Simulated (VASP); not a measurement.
# In (Fm-3m) in VASP: a series of runs

Runs on In. Level: revPBE. Tasks: single point, relaxation of cell and atoms.

All numbers are computed with VASP 6.6.1; they aren't measurements. Logs are shortened: lines on timing, memory, paths and dates and some standing lists are left out, and cuts for length are marked.

## (1) The cell of the first run

It takes space group Fm-3m (No. 225, cubic). The conventional cell has a = 4.907 Å, b = 4.907 Å, c = 4.907 Å, α = 90.00°, β = 90.00°, γ = 90.00°. Within 4.6 Å of In (site symmetry m-3m) lie 12 In at 3.47 Å.

This isn't the form of In at room conditions, which is tetragonal.

## (2) Single point, revPBE (29.53 Å³/atom)

The input, INCAR:

```
SYSTEM = In
  PREC = Accurate
  ENCUT = 520
  EDIFF = 1E-7
  ISMEAR = -1
  SIGMA = 0.1
  LREAL = .FALSE.
  LASPH = .TRUE.
  NELM = 60
  ALGO = Normal
  ISIF = 2
  LWAVE = .FALSE.
  LCHARG = .FALSE.
  GGA = RE
  NBANDS = 12
```

The input, KPOINTS:

```
regular mesh
0
G
  13 13 13
  0 0 0
```

The input, POSCAR:

```
In
1.0
    0.0000000000      2.4533843414      2.4533843414
    2.4533843414      0.0000000000      2.4533843414
    2.4533843414      2.4533843414      0.0000000000
In
1
Direct
    0.0000000000      0.0000000000      0.0000000000
```

Potentials or basis: VASP PAW PBE potentials, release 64 (In_d).

Command:

```
> cat potpaw_PBE.64/In_d/POTCAR > POTCAR
> mpirun -np 1 vasp_std > vasp.out
```

OUTCAR:

```text
SYSTEM = In
   PREC = Accurate
   ENCUT = 520
   EDIFF = 1E-7
   ISMEAR = -1
   LREAL = .FALSE.
   LASPH = .TRUE.
   NELM = 60
   ISIF = 2
   GGA = RE

 ion  position               nearest neighbor table
   1  0.000  0.000  0.000-

  LATTYP: Found a face centered cubic cell.
 ALAT       =     4.9067686828

  Lattice vectors:

 A1 = (   0.0000000000,   2.4533843414,   2.4533843414)
 A2 = (   2.4533843414,   0.0000000000,   2.4533843414)
 A3 = (   2.4533843414,   2.4533843414,   0.0000000000)

Analysis of symmetry for initial positions (statically):
=====================================================================
 Subroutine PRICEL returns:
 Original cell was already a primitive cell.

 Routine SETGRP: Setting up the symmetry group for a
 face centered cubic supercell.

 Subroutine GETGRP returns: Found 48 space group operations
 (whereof 48 operations were pure point group operations)
 out of a pool of 48 trial point group operations.

The static configuration has the point symmetry O_h .

Analysis of symmetry for dynamics (positions and initial velocities):
=====================================================================
 Subroutine PRICEL returns:
 Original cell was already a primitive cell.

 Routine SETGRP: Setting up the symmetry group for a
 face centered cubic supercell.

 Subroutine GETGRP returns: Found 48 space group operations
 (whereof 48 operations were pure point group operations)
 out of a pool of 48 trial point group operations.

The dynamic configuration has the point symmetry O_h .

 Subroutine INISYM returns: Found 48 space group operations
 (whereof 48 operations are pure point group operations),
 and found     1 'primitive' translations

----------------------------------------------------------------------------------------

                                     Primitive cell

  volume of cell :      29.5343

  direct lattice vectors                    reciprocal lattice vectors
     0.000000000  2.453384341  2.453384341    -0.203800111  0.203800111  0.203800111
     2.453384341  0.000000000  2.453384341     0.203800111 -0.203800111  0.203800111
     2.453384341  2.453384341  0.000000000     0.203800111  0.203800111 -0.203800111

  length of vectors
     3.469609409  3.469609409  3.469609409     0.352992146  0.352992146  0.352992146

  position of ions in fractional coordinates (direct lattice)
     0.000000000  0.000000000  0.000000000

  ion indices of the primitive-cell ions
   primitive index   ion index
[... 75 lines left out ...]
   EDIFFG = 0.1E-05   stopping-criterion for IOM
   NSW    =      0    number of steps for IOM
   IBRION =     -1    ionic relax: 0-MD 1-quasi-New 2-CG
   NFREE  =      0    steps in history (QN), initial steepest desc. (CG)
   ISIF   =      2    stress and relaxation
   ISYM   =      2    0-nonsym 1-usesym 2-fastsym
   POTIM  = 0.5000    time-step for ionic-motion
   TEBEG  =    0.0;   TEEND  =   0.0 temperature during run
   PSTRESS=    0.0 pullay stress
   NELECT =      13.0000    total number of electrons
   NUPDOWN=      -1.0000    fix difference up-down
   EMIN   =  10.00;   EMAX   =-10.00  energy-range for DOS
   EFERMI =   0.00;   METHOD = LEGACY
   ISMEAR =    -1;   SIGMA  =   0.10  broadening in eV -4-tet -1-fermi 0-gaus
   EFERMI_NEDOS =   21; number of points for ismear=-14 and -15
   IALGO  =     38    algorithm
   IMIX   =      4    mixing-type and parameters
     AMIX     =   0.40;   BMIX     =  1.00
     AMIX_MAG =   1.60;   BMIX_MAG =  1.00
  volume/ion in A,a.u.               =      29.53       199.31
  Fermi-wavevector in a.u.,A,eV,Ry     =   1.245318  2.353310 21.100154  1.550818
  Thomas-Fermi vector in A             =   2.379546
   LORBIT       =      0    0 simple, 1 ext, 2 COOP (PROOUT), +10 PAW based schemes
   GGA     = RE    functional components
   LHFCALC =     F    Hartree Fock is set to
   AEXX    =    0.0000 exact exchange contribution
   IVDW    =     0    specifies the selected vdW correction
   LEPSILON=     F    determine dielectric tensor
   LRPA    =     F    only Hartree local field effects (RPA)
 non-spin polarized calculation
  energy-cutoff  :      520.00
  volume of cell :       29.53
 maximum number of plane-waves:       821
 NGX is ok and might be reduce to    28
   NGX = 13   NGY = 13   NGZ = 13

 number of electron      13.0000003 magnetization

 Free energy of the ion-electron system (eV)
  ---------------------------------------------------
  ext. energy  EPLUGINS =         0.00000000
  ---------------------------------------------------
  free energy    TOTEN  =        -2.26384172 eV

  energy without entropy =       -2.24689144  energy(sigma->0) =       -2.25536658

 E-fermi :   6.3452     XC(G=0):  -9.6184

 val. band max:        6.2465366099   @ k =   0.3846   0.0769   0.0000
 cond. band min:       6.3522588312   @ k =   0.4615   0.2308   0.0000
 fundamental gap:      0.1057222214
 Fermi energy:         6.3451503979

 k-point     1 :       0.0000    0.0000    0.0000
  band No.  band energies     occupation
      1      -8.2505      2.00000
      2      -8.2505      2.00000
      3      -8.2505      2.00000
      4      -8.1299      2.00000
      5      -8.1299      2.00000
      6      -2.4190      2.00000
      7      15.8661      0.00000
      8      15.8661      0.00000
      9      15.8661      0.00000
     10      17.5274      0.00000
     11      19.3284      0.00000
     12      19.3284      0.00000
[... 331 lines left out ...]
 k-point    24 :       0.4615    0.1538    0.0000
  band No.  band energies     occupation
      1      -8.2848      2.00000
      2      -8.2262      2.00000
      3      -8.1900      2.00000
      4      -8.0842      2.00000
      5      -8.0148      2.00000
      6       1.3600      2.00000
      7       5.3087      1.99994
      8      11.5815      0.00000
      9      12.4800      0.00000
     10      14.9905      0.00000
     11      20.2701      0.00000
     12      20.3865      0.00000

 [... further k-points ...]
[... 5 lines left out ...]
  --------------------------------------------------------------------------------------
  -------------------------------------------------------------------------------------
  Total       -0.2066674     -0.2066674     -0.2066674      0.0000000      0.0000000     -0.0000000
  in kB      -11.2112938    -11.2112938    -11.2112938      0.0000000      0.0000000     -0.0000000
  external PRESSURE =     -11.2112938 kB  Pullay stress =       0.0000000 kB

 VOLUME and BASIS-vectors are now :
 -----------------------------------------------------------------------------
  energy-cutoff  :      520.00
  volume of cell :       29.53
      direct lattice vectors                 reciprocal lattice vectors
     0.000000000  2.453384341  2.453384341    -0.203800111  0.203800111  0.203800111
     2.453384341  0.000000000  2.453384341     0.203800111 -0.203800111  0.203800111
     2.453384341  2.453384341  0.000000000     0.203800111  0.203800111 -0.203800111

 POSITION                                       TOTAL-FORCE (eV/Angst)
 -----------------------------------------------------------------------------------
      0.00000      0.00000      0.00000        -0.000000      0.000000      0.000000
 -----------------------------------------------------------------------------------
    total drift:                               -0.000000     -0.000000     -0.000000

  FREE ENERGIE OF THE ION-ELECTRON SYSTEM (eV)
  ---------------------------------------------------
  free  energy   TOTEN  =        -2.2638417218 eV

  energy  without entropy=       -2.2468914385  energy(sigma->0) =       -2.25536658
```

stdout:

```text
POSCAR found type information on POSCAR In
 POSCAR found :  1 types and       1 ions
 scaLAPACK will be used
 -----------------------------------------------------------------------------
|                                                                             |
|                                                                             |
|     You enforced a specific xc type in the INCAR file but a different       |
|     I HOPE YOU KNOW WHAT YOU ARE DOING!                                     |
|                                                                             |
 -----------------------------------------------------------------------------

 LDA part: xc-table for (Slater+PW92), standard interpolation
 POSCAR, INCAR and KPOINTS ok, starting setup
 FFT: planning ... GRIDC
 FFT: planning ... GRID_SOFT
 FFT: planning ... GRID
 WAVECAR not read
 entering main loop
```

It took 27 s on 1 thread of Intel Xeon Platinum 8259CL at 2.50GHz (Skylake/Cascade Lake), shared host; peak memory 0.17 GiB.

What came out:

```yaml
Free_energy: -2.2638 eV
Pressure: -1.1 GPa
Band_gap_on_the_k_mesh: zero (an odd number of electrons rules out a gap without spin polarisation)
```

Caveat: the PAW data sets were made with another functional, which shifts forces and pressure a little; spin-orbit coupling is left out, which moves the levels of the heavy elements.

## (3) Single point, revPBE (30.67 Å³/atom)

This run uses another cell than the first one, of 30.67 Å³/atom.

The input, INCAR:

```
SYSTEM = In
PREC     = Accurate       ! precision mode
ENCUT    = 520            ! plane-wave cutoff, eV
EDIFF    = 1E-7           ! SCF threshold, eV
ISMEAR   = -1             ! smearing method
SIGMA    = 0.1            ! smearing width, eV
LREAL    = .False.        ! projectors in reciprocal space
LASPH    = .True.         ! aspherical terms in the spheres
NELM     = 100            ! most SCF steps
ALGO     = Normal         ! electronic algorithm
ISIF     = 2              ! what is computed and relaxed
LWAVE    = .False.        ! write WAVECAR
LCHARG   = .False.        ! write CHGCAR
GGA      = RE             ! functional
NBANDS   = 12             ! bands
```

The input, KPOINTS:

```
Automatic mesh
0
Gamma
  13 13 13
  0 0 0
```

The input, POSCAR:

```
In
1.0
    0.0000000000      2.4844431365      2.4844431365
    2.4844431365      0.0000000000      2.4844431365
    2.4844431365      2.4844431365      0.0000000000
In
1
Direct
    0.0000000000      0.0000000000      0.0000000000
```

Potentials or basis: VASP PAW PBE potentials, release 64 (In_d).

Command:

```
> cat potpaw_PBE.64/In_d/POTCAR > POTCAR
> mpirun -np 1 vasp_std > vasp.out
```

Wall time 27 s (1 thread of Intel Xeon Platinum 8259CL at 2.50GHz (Skylake/Cascade Lake), shared host); peak memory 0.17 GiB.

The run converged. Its results:

| Item | Value |
| --- | --- |
| Free energy | -2.2531 eV |
| Pressure | -2.0 GPa |
| Band gap on the k mesh | zero (an odd number of electrons rules out a gap without spin polarisation) |

Levels at points of the mesh, in eV from the Fermi level:
| k point | band 2 | band 3 | band 4 | band 5 | band 6 | band 7 | band 8 | band 9 | band 10 | band 11 |
| --- | --- | --- | --- | --- | --- | --- | --- | --- | --- | --- |
| (0.00, 0.00, 0.00) | -14.56 | -14.56 | -14.46 | -14.46 | -8.53 | 9.21 | 9.21 | 9.21 | 11.10 | 12.71 |

Caveat: the PAW data sets were made with another functional, which shifts forces and pressure a little; spin-orbit coupling is left out, which moves the levels of the heavy elements.

[end of part 1 of 2]
